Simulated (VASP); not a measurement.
# Al (Fm-3m) in VASP: notebook

The runs below take Al through single point, relaxation of cell and atoms, with PBEsol.

Program: VASP 6.6.1. These are calculated values, not measurements. Logs are shortened: lines on timing, memory, paths and dates and some standing lists are left out, and cuts for length are marked.

## 1. The cell of the first run

Symmetry: Fm-3m, No. 225, cubic system. Conventional cell: a = 4.014 Å, b = 4.014 Å, c = 4.014 Å, α = 90.00°, β = 90.00°, γ = 90.00°. Al (site symmetry m-3m) has 12 Al at 2.84 Å within 3.7 Å.

## 2. Single point, PBEsol

INCAR reads:

```
SYSTEM = Al
ALGO = Normal ; EDIFF = 1E-6
ENCUT = 520 ; GGA = PS
ISIF = 2 ; ISMEAR = 0
LASPH = .TRUE. ; LCHARG = .FALSE.
LREAL = .FALSE. ; LWAVE = .FALSE.
NBANDS = 8 ; NELM = 60
PREC = Accurate ; SIGMA = 0.05
```

KPOINTS reads:

```
k-points
0
G
  11 11 11
  0 0 0
```

POSCAR reads:

```
Al
1.0
    0.0000000000      2.0072378480      2.0072378480
    2.0072378480      0.0000000000      2.0072378480
    2.0072378480      2.0072378480      0.0000000000
Al
1
Direct
    0.0000000000      0.0000000000      0.0000000000
```

Potentials or basis: VASP PAW PBE potentials, release 64 (Al).

Launch:

```
$ cat potpaw_PBE.64/Al/POTCAR > POTCAR
$ mpirun -np 1 vasp_std > vasp.out
```

OUTCAR:

```text
SYSTEM = Al
   EDIFF = 1E-6
   ENCUT = 520
   GGA = PS
   ISIF = 2
   ISMEAR = 0
   LASPH = .TRUE.
   LREAL = .FALSE.
   NELM = 60
   PREC = Accurate

 ion  position               nearest neighbor table
   1  0.000  0.000  0.000-

  LATTYP: Found a face centered cubic cell.
 ALAT       =     4.0144756960

  Lattice vectors:

 A1 = (   0.0000000000,   2.0072378480,   2.0072378480)
 A2 = (   2.0072378480,   0.0000000000,   2.0072378480)
 A3 = (   2.0072378480,   2.0072378480,   0.0000000000)

Analysis of symmetry for initial positions (statically):
=====================================================================
 Subroutine PRICEL returns:
 Original cell was already a primitive cell.

 Routine SETGRP: Setting up the symmetry group for a
 face centered cubic supercell.

 Subroutine GETGRP returns: Found 48 space group operations
 (whereof 48 operations were pure point group operations)
 out of a pool of 48 trial point group operations.

The static configuration has the point symmetry O_h .

Analysis of symmetry for dynamics (positions and initial velocities):
=====================================================================
 Subroutine PRICEL returns:
 Original cell was already a primitive cell.

 Routine SETGRP: Setting up the symmetry group for a
 face centered cubic supercell.

 Subroutine GETGRP returns: Found 48 space group operations
 (whereof 48 operations were pure point group operations)
 out of a pool of 48 trial point group operations.

The dynamic configuration has the point symmetry O_h .

 Subroutine INISYM returns: Found 48 space group operations
 (whereof 48 operations are pure point group operations),
 and found     1 'primitive' translations

----------------------------------------------------------------------------------------

                                     Primitive cell

  volume of cell :      16.1743

  direct lattice vectors                    reciprocal lattice vectors
     0.000000000  2.007237848  2.007237848    -0.249098531  0.249098531  0.249098531
     2.007237848  0.000000000  2.007237848     0.249098531 -0.249098531  0.249098531
     2.007237848  2.007237848  0.000000000     0.249098531  0.249098531 -0.249098531

  length of vectors
     2.838662988  2.838662988  2.838662988     0.431451312  0.431451312  0.431451312

  position of ions in fractional coordinates (direct lattice)
     0.000000000  0.000000000  0.000000000

  ion indices of the primitive-cell ions
   primitive index   ion index
                 1           1

[... 70 lines left out ...]
   NELM   =     60;   NELMIN=  2; NELMDL= -5     # of ELM steps
   EDIFF  = 0.1E-05   stopping-criterion for ELM
   LREAL  =      F    real-space projection
   EDIFFG = 0.1E-04   stopping-criterion for IOM
   NSW    =      0    number of steps for IOM
   IBRION =     -1    ionic relax: 0-MD 1-quasi-New 2-CG
   NFREE  =      0    steps in history (QN), initial steepest desc. (CG)
   ISIF   =      2    stress and relaxation
   ISYM   =      2    0-nonsym 1-usesym 2-fastsym
   POTIM  = 0.5000    time-step for ionic-motion
   TEBEG  =    0.0;   TEEND  =   0.0 temperature during run
   PSTRESS=    0.0 pullay stress
   NELECT =       3.0000    total number of electrons
   NUPDOWN=      -1.0000    fix difference up-down
   EMIN   =  10.00;   EMAX   =-10.00  energy-range for DOS
   EFERMI =   0.00;   METHOD = LEGACY
   ISMEAR =     0;   SIGMA  =   0.05  broadening in eV -4-tet -1-fermi 0-gaus
   EFERMI_NEDOS =   21; number of points for ismear=-14 and -15
   IALGO  =     38    algorithm
   IMIX   =      4    mixing-type and parameters
     AMIX     =   0.40;   BMIX     =  1.00
     AMIX_MAG =   1.60;   BMIX_MAG =  1.00
  volume/ion in A,a.u.               =      16.17       109.15
  Fermi-wavevector in a.u.,A,eV,Ry     =   0.933626  1.764298 11.859628  0.871658
  Thomas-Fermi vector in A             =   2.060347
   LORBIT       =      0    0 simple, 1 ext, 2 COOP (PROOUT), +10 PAW based schemes
   GGA     = PS    functional components
   LHFCALC =     F    Hartree Fock is set to
   AEXX    =    0.0000 exact exchange contribution
   IVDW    =     0    specifies the selected vdW correction
   LEPSILON=     F    determine dielectric tensor
   LRPA    =     F    only Hartree local field effects (RPA)
 non-spin polarized calculation
 Gauss-broadening in eV      SIGMA  =   0.05
  energy-cutoff  :      520.00
  volume of cell :       16.17
 maximum number of plane-waves:       445
 NGX is ok and might be reduce to    24
   NGX = 11   NGY = 11   NGZ = 11

 number of electron       3.0000000 magnetization

 Free energy of the ion-electron system (eV)
  ---------------------------------------------------
  ext. energy  EPLUGINS =         0.00000000
  ---------------------------------------------------
  free energy    TOTEN  =        -4.09972855 eV

  energy without entropy =       -4.09851723  energy(sigma->0) =       -4.09912289

 E-fermi :   8.1672     XC(G=0): -10.3298

 val. band max:        8.1396462878   @ k =  -0.4545   0.3636   0.0000
 cond. band min:       8.1893518739   @ k =   0.4545   0.1818   0.0909
 fundamental gap:      0.0497055861
 Fermi energy:         8.1671790196

 k-point     1 :       0.0000    0.0000    0.0000
  band No.  band energies     occupation
      1      -3.1095      2.00000
      2      20.8639      0.00000
      3      20.8639      0.00000
      4      20.8639      0.00000
      5      22.5077      0.00000
      6      22.5077      0.00000
      7      22.5077      0.00000
      8      24.7873      0.00000
[... 243 lines left out ...]
 k-point    24 :      -0.1818    0.1818    0.0000
  band No.  band energies     occupation
      1      -0.7022      2.00000
      2      12.0076      0.00000
      3      13.5200      0.00000
      4      20.1722      0.00000
      5      22.2138      0.00000
      6      23.2134      0.00000
      7      24.4369      0.00000
      8      25.3916      0.00000

 [... further k-points ...]
[... 5 lines left out ...]
  --------------------------------------------------------------------------------------
  -------------------------------------------------------------------------------------
  Total        0.0170325      0.0170325      0.0170325      0.0000000     -0.0000000      0.0000000
  in kB        1.6871889      1.6871889      1.6871889      0.0000000     -0.0000000      0.0000000
  external PRESSURE =       1.6871889 kB  Pullay stress =       0.0000000 kB

 VOLUME and BASIS-vectors are now :
 -----------------------------------------------------------------------------
  energy-cutoff  :      520.00
  volume of cell :       16.17
      direct lattice vectors                 reciprocal lattice vectors
     0.000000000  2.007237848  2.007237848    -0.249098531  0.249098531  0.249098531
     2.007237848  0.000000000  2.007237848     0.249098531 -0.249098531  0.249098531
     2.007237848  2.007237848  0.000000000     0.249098531  0.249098531 -0.249098531

 POSITION                                       TOTAL-FORCE (eV/Angst)
 -----------------------------------------------------------------------------------
      0.00000      0.00000      0.00000         0.000000     -0.000000      0.000000
 -----------------------------------------------------------------------------------
    total drift:                               -0.000000      0.000000     -0.000000

  FREE ENERGIE OF THE ION-ELECTRON SYSTEM (eV)
  ---------------------------------------------------
  free  energy   TOTEN  =        -4.0997285476 eV

  energy  without entropy=       -4.0985172302  energy(sigma->0) =       -4.09912289
```

Wall time 2.3 s (1 thread of Intel Xeon 6975P-C, shared host); peak memory 0.13 GiB.

What came out:

```
Free energy : -4.0997 eV
Pressure    : 0.2 GPa
```

Levels at points of the mesh, in eV from the Fermi level:
```tsv
k point	band 1	band 2	band 3	band 4	band 5
(0.00, 0.00, 0.00)	-11.28	12.70	12.70	12.70	14.34
```

Caveat: the PAW data sets were made with another functional, which shifts forces and pressure a little.

## 3. Relaxation of cell and atoms, PBEsol

This run uses another cell than the first one, of 16.60 Å³/atom, 1.026 times its volume.

INCAR reads:

```
SYSTEM = Al
PREC = Accurate
ENCUT = 600
EDIFF = 1E-6
ISMEAR = 0
SIGMA = 0.05
LREAL = .False.
LASPH = .True.
NELM = 60
ALGO = Normal
ISIF = 3
LWAVE = .False.
LCHARG = .False.
GGA = PS
IBRION = 2
NSW = 80
EDIFFG = -0.01
```

KPOINTS reads:

```
Automatic mesh
0
Gamma
  11 11 11
  0 0 0
```

POSCAR reads:

```
Al
1.0
    0.0000000000      2.0248050000      2.0248050000
    2.0248050000      0.0000000000      2.0248050000
    2.0248050000      2.0248050000      0.0000000000
Al
1
Direct
    0.0000000000      0.0000000000      0.0000000000
```

Potentials or basis: VASP PAW PBE potentials, release 64 (Al).

Launch:

```
$ cat potpaw_PBE.64/Al/POTCAR > POTCAR
$ mpirun -np 1 vasp_std > vasp.out
```

Wall time 3 s (1 thread of Intel Xeon 6975P-C, shared host); peak memory 0.14 GiB.

Results (log left out):

```yaml
Free_energy: -4.0998 eV
Relaxed_volume: 16.21 Å³/atom
Relaxed_cell: a = 2.841 Å, b = 2.841 Å, c = 2.841 Å, α = 60.00°, β = 60.00°, γ = 60.00°
Space_group_after_relaxing_to_0.05_Å: Fm-3m (No. 225)
Energy_gained_by_relaxing: 2.4 meV/atom
Ionic_steps: 3
Pressure_after_relaxing: 0.0 GPa
```

Step by step:
```csv
step,energy change (eV),largest force (eV/Å),pressure (GPa),volume (Å³)
1,0.0000,0.0000,-1.90,16.60
2,-0.0023,0.0000,0.38,16.13
3,-0.0024,0.0000,0.00,16.21
```

Final structure:
```
Al
1.0
     0.00000    2.00859    2.00859
     2.00859    0.00000    2.00859
     2.00859    2.00859    0.00000
Al
1
Direct
  0.00000 0.00000 0.00000
```

Levels at points of the mesh, in eV from the Fermi level:
```
           k point  band 1  band 2  band 3  band 4  band 5
(0.00, 0.00, 0.00)  -11.26   12.68   12.68   12.68   14.31
```

Caveat: the PAW data sets were made with another functional, which shifts forces and pressure a little.
